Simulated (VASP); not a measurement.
Set up this calculation in VASP 6.6.1, as the native input.

```yaml
Task: electric field gradients
Functional: PBEsol
Potentials_or_basis: VASP PAW PBE potentials, release 64 (Pb_d, Te)
Cutoff: 520 eV
k_mesh: 7 × 7 × 7
Occupations: methfessel-paxton, width 0.001 eV
Spin: no spin polarisation
Dipole_correction: no
Further_INCAR_settings: ALGO = Normal; EDIFF = 1e-08; NBANDS = 17; ISYM = 0
```

The structure of TePb lies in POSCAR:

```
TePb
1.0
    4.5693240200      0.0000000000      0.0000000000
    2.2846620100      3.9571506794      0.0000000000
    2.2846620100      1.3190502265      3.7308374395
Pb Te
1 1
Direct
    0.0000000000      0.0000000000      0.0000000000
    0.5000000000      0.5000000000      0.5000000000
```

One way to write it, as run:

INCAR

```
  PREC = Accurate
  ENCUT = 520
  EDIFF = 1E-8
  ISMEAR = 1
  SIGMA = 0.001
  LREAL = F
  LASPH = T
  NELM = 100
  ALGO = Normal
  ISIF = 2
  LWAVE = F
  LCHARG = F
  GGA = PS
  LEFG = T
  ISYM = 0
  NBANDS = 17
```

KPOINTS

```
regular mesh
0
Gamma
  7 7 7
```

Potentials or basis: VASP PAW PBE potentials, release 64 (Pb_d, Te).

The run is started by

```console
$ cat potpaw_PBE.64/Pb_d/POTCAR potpaw_PBE.64/Te/POTCAR > POTCAR
$ mpirun -np 1 vasp_std > vasp.out
```

Results of the run:

- Pressure: -0.4 GPa
- Largest electric field gradient by atom: zero within the noise of the run

Caveat: the PAW data sets were made with another functional, which shifts forces and pressure a little.

Run time: 7.7 min on 1 thread of AMD EPYC 7R13, with other jobs on the host, peak memory 0.32 GiB.
